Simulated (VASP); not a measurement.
# HfC (Fm-3m) in VASP: a series of runs

HfC is run at these levels: LDA; tasks: single point, relaxation of cell and atoms.

Program: VASP 6.6.1. These are calculated values, not measurements. Logs are shortened: lines on timing, memory, paths and dates and some standing lists are left out, and cuts for length are marked.

## (1) The cell of the first run

Symmetry: Fm-3m, No. 225, cubic system. Conventional cell: a = 4.573 Å, b = 4.573 Å, c = 4.573 Å, α = 90.00°, β = 90.00°, γ = 90.00°. Hf (site symmetry m-3m) has 6 C at 2.29 Å within 3.0 Å. C (site symmetry m-3m) has 6 Hf at 2.29 Å within 3.0 Å.

## (2) Single point, LDA

The input, INCAR:

```
SYSTEM = HfC
PREC = Accurate
ENCUT = 520
EDIFF = 1E-7
ISMEAR = 0
SIGMA = 0.1
LREAL = .FALSE.
LASPH = .TRUE.
NELM = 100
ALGO = Normal
ISIF = 2
LWAVE = .FALSE.
LCHARG = .TRUE.
LELF = .TRUE.
LVHAR = .TRUE.
NBANDS = 14
```

The input, KPOINTS:

```
regular mesh
0
G
  16 16 16
  0 0 0
```

The input, POSCAR:

```
HfC
1.0
    0.0000000000      2.2863517949      2.2863517949
    2.2863517949      0.0000000000      2.2863517949
    2.2863517949      2.2863517949      0.0000000000
Hf C
1 1
Direct
    0.5000000000      0.5000000000      0.5000000000
    0.0000000000      0.0000000000      0.0000000000
```

Potentials or basis: VASP PAW LDA potentials, release 64 (Hf_pv, C).

Launch:

```
cat potpaw_LDA.64/Hf_pv/POTCAR potpaw_LDA.64/C/POTCAR > POTCAR
mpirun -np 1 vasp_std > vasp.out
```

OUTCAR:

```text
SYSTEM = HfC
   PREC = Accurate
   ENCUT = 520
   EDIFF = 1E-7
   ISMEAR = 0
   LREAL = .FALSE.
   LASPH = .TRUE.
   NELM = 100
   ISIF = 2

 ion  position               nearest neighbor table
   1  0.500  0.500  0.500-   2 2.29   2 2.29   2 2.29   2 2.29   2 2.29   2 2.29
   2  0.000  0.000  0.000-   1 2.29   1 2.29   1 2.29   1 2.29   1 2.29   1 2.29

  LATTYP: Found a face centered cubic cell.
 ALAT       =     4.5727035898

  Lattice vectors:

 A1 = (   0.0000000000,   2.2863517949,   2.2863517949)
 A2 = (   2.2863517949,   0.0000000000,   2.2863517949)
 A3 = (   2.2863517949,   2.2863517949,   0.0000000000)

Analysis of symmetry for initial positions (statically):
=====================================================================
 Subroutine PRICEL returns:
 Original cell was already a primitive cell.

 Routine SETGRP: Setting up the symmetry group for a
 face centered cubic supercell.

 Subroutine GETGRP returns: Found 48 space group operations
 (whereof 48 operations were pure point group operations)
 out of a pool of 48 trial point group operations.

The static configuration has the point symmetry O_h .

Analysis of symmetry for dynamics (positions and initial velocities):
=====================================================================
 Subroutine PRICEL returns:
 Original cell was already a primitive cell.

 Routine SETGRP: Setting up the symmetry group for a
 face centered cubic supercell.

 Subroutine GETGRP returns: Found 48 space group operations
 (whereof 48 operations were pure point group operations)
 out of a pool of 48 trial point group operations.

The dynamic configuration has the point symmetry O_h .

 Subroutine INISYM returns: Found 48 space group operations
 (whereof 48 operations are pure point group operations),
 and found     1 'primitive' translations

----------------------------------------------------------------------------------------

                                     Primitive cell

  volume of cell :      23.9034

  direct lattice vectors                    reciprocal lattice vectors
     0.000000000  2.286351795  2.286351795    -0.218689005  0.218689005  0.218689005
     2.286351795  0.000000000  2.286351795     0.218689005 -0.218689005  0.218689005
     2.286351795  2.286351795  0.000000000     0.218689005  0.218689005 -0.218689005

  length of vectors
     3.233389717  3.233389717  3.233389717     0.378780468  0.378780468  0.378780468

  position of ions in fractional coordinates (direct lattice)
     0.500000000  0.500000000  0.500000000
     0.000000000  0.000000000  0.000000000

  ion indices of the primitive-cell ions
   primitive index   ion index
                 1           1
                 2           2

----------------------------------------------------------------------------------------

 KPOINTS: regular mesh

Automatic generation of k-mesh.
 Grid dimensions read from file:
 generate k-points for:   16   16   16

 Generating k-lattice:

  Cartesian coordinates                     Fractional coordinates (reciprocal lattice)
    -0.013668063  0.013668063  0.013668063     0.062500000  0.000000000  0.000000000
     0.013668063 -0.013668063  0.013668063     0.000000000  0.062500000  0.000000000
     0.013668063  0.013668063 -0.013668063     0.000000000  0.000000000  0.062500000

  Length of vectors
     0.023673779  0.023673779  0.023673779

  Shift w.r.t. Gamma in fractional coordinates (k-lattice)
     0.000000000  0.000000000  0.000000000

 Subroutine IBZKPT returns following result:
 ===========================================

 Found    145 irreducible k-points:

 Following reciprocal coordinates:
            Coordinates               Weight
  0.000000  0.000000  0.000000      1.000000
  0.062500  0.000000  0.000000      8.000000
  0.125000  0.000000  0.000000      8.000000
  0.187500  0.000000  0.000000      8.000000
  0.250000  0.000000  0.000000      8.000000
  0.312500  0.000000  0.000000      8.000000
[... 16 lines left out ...]
 -0.125000  0.062500  0.000000     24.000000
 -0.062500  0.062500  0.000000     12.000000
 [... further k-points ...]
   k-points           NKPTS =    145   k-points in BZ     NKDIM =    145   number of bands    NBANDS=     14
   number of dos      NEDOS =    301   number of ions     NIONS =      2
   total plane-waves  NPLWV =  13824
   dimension x,y,z NGX =    24 NGY =   24 NGZ =   24
   dimension x,y,z NGXF=    48 NGYF=   48 NGZF=   48
   ions per type =               1   1
   NGX,Y,Z   is equivalent  to a cutoff of  12.34, 12.34, 12.34 a.u.
   NGXF,Y,Z  is equivalent  to a cutoff of  24.68, 24.68, 24.68 a.u.
 SYSTEM =  HfC
   PREC   = accura    normal or accurate (medium, high low for compatibility)
   ISTART =      0    job   : 0-new  1-cont  2-samecut
   ICHARG =      2    charge: 1-file 2-atom 10-const
   ISPIN  =      1    spin polarized calculation?
   LNONCOLLINEAR =      F non collinear calculations
   LSORBIT =      F    spin-orbit coupling
   LASPH  =      T    aspherical Exc in radial PAW
   ENCUT  =  520.0 eV  38.22 Ry    6.18 a.u.   6.01  6.01  6.01*2*pi/ulx,y,z
   NELM   =    100;   NELMIN=  2; NELMDL= -5     # of ELM steps
   EDIFF  = 0.1E-06   stopping-criterion for ELM
   LREAL  =      F    real-space projection
   EDIFFG = 0.1E-05   stopping-criterion for IOM
   NSW    =      0    number of steps for IOM
   IBRION =     -1    ionic relax: 0-MD 1-quasi-New 2-CG
   NFREE  =      0    steps in history (QN), initial steepest desc. (CG)
   ISIF   =      2    stress and relaxation
   ISYM   =      2    0-nonsym 1-usesym 2-fastsym
   POTIM  = 0.5000    time-step for ionic-motion
   TEBEG  =    0.0;   TEEND  =   0.0 temperature during run
   PSTRESS=    0.0 pullay stress
   NELECT =      14.0000    total number of electrons
   NUPDOWN=      -1.0000    fix difference up-down
   EMIN   =  10.00;   EMAX   =-10.00  energy-range for DOS
   EFERMI =   0.00;   METHOD = LEGACY
   ISMEAR =     0;   SIGMA  =   0.10  broadening in eV -4-tet -1-fermi 0-gaus
   EFERMI_NEDOS =   21; number of points for ismear=-14 and -15
   IALGO  =     38    algorithm
   IMIX   =      4    mixing-type and parameters
     AMIX     =   0.40;   BMIX     =  1.00
     AMIX_MAG =   1.60;   BMIX_MAG =  1.00
  volume/ion in A,a.u.               =      11.95        80.65
  Fermi-wavevector in a.u.,A,eV,Ry     =   1.369718  2.588391 25.526258  1.876127
  Thomas-Fermi vector in A             =   2.495568
   LORBIT       =      0    0 simple, 1 ext, 2 COOP (PROOUT), +10 PAW based schemes
   GGA     = CA    functional components
   LHFCALC =     F    Hartree Fock is set to
   AEXX    =    0.0000 exact exchange contribution
   IVDW    =     0    specifies the selected vdW correction
   LEPSILON=     F    determine dielectric tensor
   LRPA    =     F    only Hartree local field effects (RPA)
 non-spin polarized calculation
 Gauss-broadening in eV      SIGMA  =   0.10
  energy-cutoff  :      520.00
  volume of cell :       23.90
 maximum number of plane-waves:       660
   NGX = 13   NGY = 13   NGZ = 13

 number of electron      14.0000000 magnetization

 Free energy of the ion-electron system (eV)
  ---------------------------------------------------
  ext. energy  EPLUGINS =         0.00000000
  ---------------------------------------------------
  free energy    TOTEN  =       -22.89457177 eV

  energy without entropy =      -22.89237021  energy(sigma->0) =      -22.89347099

 E-fermi :   6.2331     XC(G=0): -12.7341

 val. band max:        6.2305016970   @ k =   0.3125   0.2500   0.0000
 cond. band min:       6.2333607046   @ k =   0.0625   0.0625   0.0000
 fundamental gap:      0.0028590076
 Fermi energy:         6.2330663185

 k-point     1 :       0.0000    0.0000    0.0000
  band No.  band energies     occupation
      1     -22.9080      2.00000
      2     -22.9080      2.00000
      3     -22.9080      2.00000
      4      -6.1435      2.00000
      5       7.3028      0.00000
      6       7.3028      0.00000
      7       7.3028      0.00000
      8       7.5656      0.00000
      9       7.5656      0.00000
     10       7.5656      0.00000
     11       9.7310      0.00000
     12       9.7310      0.00000
     13      13.8131      0.00000
     14      17.4396      0.00000

 k-point     2 :       0.0625    0.0000    0.0000
  band No.  band energies     occupation
      1     -22.9425      2.00000
      2     -22.9112      2.00000
      3     -22.9112      2.00000
      4      -6.0352      2.00000
      5       6.4922      0.00025
      6       6.7394      0.00000
      7       6.7394      0.00000
      8       7.8118      0.00000
      9       7.8118      0.00000
     10       8.1382      0.00000
     11      10.2650      0.00000
     12      10.2650      0.00000
     13      14.0246      0.00000
     14      17.7355      0.00000

 k-point     3 :       0.1250    0.0000    0.0000
  band No.  band energies     occupation
      1     -23.0394      2.00000
      2     -22.9203      2.00000
      3     -22.9203      2.00000
      4      -5.7201      2.00000
      5       5.4159      2.00000
      6       5.8941      2.00000
      7       5.8941      2.00000
      8       8.1632      0.00000
      9       8.1632      0.00000
     10       8.5988      0.00000
     11      11.3989      0.00000
     12      11.3989      0.00000
     13      14.5785      0.00000
     14      18.5608      0.00000
[... 324 lines left out ...]
 k-point    23 :      -0.1250    0.0625    0.0000
  band No.  band energies     occupation
      1     -23.0954      2.00000
      2     -22.9517      2.00000
      3     -22.9160      2.00000
      4      -5.4882      2.00000
      5       4.8433      2.00000
      6       5.3382      2.00000
      7       5.6030      2.00000
      8       8.0374      0.00000
      9       8.7620      0.00000
     10       9.0492      0.00000
     11      11.1933      0.00000
     12      12.6087      0.00000
     13      15.0117      0.00000
     14      19.1418      0.00000

 k-point    24 :      -0.0625    0.0625    0.0000
  band No.  band energies     occupation
      1     -22.9900      2.00000
      2     -22.9303      2.00000
      3     -22.9102      2.00000
      4      -5.8593      2.00000
      5       5.8498      2.00000
      6       6.1372      1.82485
      7       6.2369      0.95640
      8       7.7354      0.00000
      9       8.4570      0.00000
     10       8.4754      0.00000
     11      10.3824      0.00000
     12      11.3213      0.00000
     13      14.3716      0.00000
     14      18.2058      0.00000

 [... further k-points ...]

------------------------ aborting loop because EDIFF is reached ----------------------------------------

  FORCE on cell =-STRESS in cart. coord.  units (eV):
  Direction    XX          YY          ZZ          XY          YZ          ZX
  --------------------------------------------------------------------------------------
  -------------------------------------------------------------------------------------
  Total        0.0972307      0.0972307      0.0972307      0.0000000     -0.0000000     -0.0000000
  in kB        6.5171056      6.5171056      6.5171056      0.0000000     -0.0000000     -0.0000000
  external PRESSURE =       6.5171056 kB  Pullay stress =       0.0000000 kB

 VOLUME and BASIS-vectors are now :
 -----------------------------------------------------------------------------
  energy-cutoff  :      520.00
  volume of cell :       23.90
      direct lattice vectors                 reciprocal lattice vectors
     0.000000000  2.286351795  2.286351795    -0.218689005  0.218689005  0.218689005
     2.286351795  0.000000000  2.286351795     0.218689005 -0.218689005  0.218689005
     2.286351795  2.286351795  0.000000000     0.218689005  0.218689005 -0.218689005

 POSITION                                       TOTAL-FORCE (eV/Angst)
 -----------------------------------------------------------------------------------
      2.28635      2.28635      2.28635        -0.000000     -0.000000     -0.000000
      0.00000      0.00000      0.00000         0.000000      0.000000      0.000000
 -----------------------------------------------------------------------------------
    total drift:                                0.000000     -0.000000      0.000000

  FREE ENERGIE OF THE ION-ELECTRON SYSTEM (eV)
  ---------------------------------------------------
  free  energy   TOTEN  =       -22.8945717652 eV

  energy  without entropy=      -22.8923702127  energy(sigma->0) =      -22.89347099
```

It took 93 s on 1 thread of AMD EPYC 7R13, shared host; peak memory 0.14 GiB.

What came out:

| Item | Value |
| --- | --- |
| Free energy | -22.8946 eV |
| Pressure | 0.7 GPa |
| Band gap on the k mesh | zero (band 7 reaches 7.30 eV, above the bottom of band 8 at 5.84 eV) |

Caveat: spin-orbit coupling is left out, which moves the levels of the heavy elements.

[end of part 1 of 2]
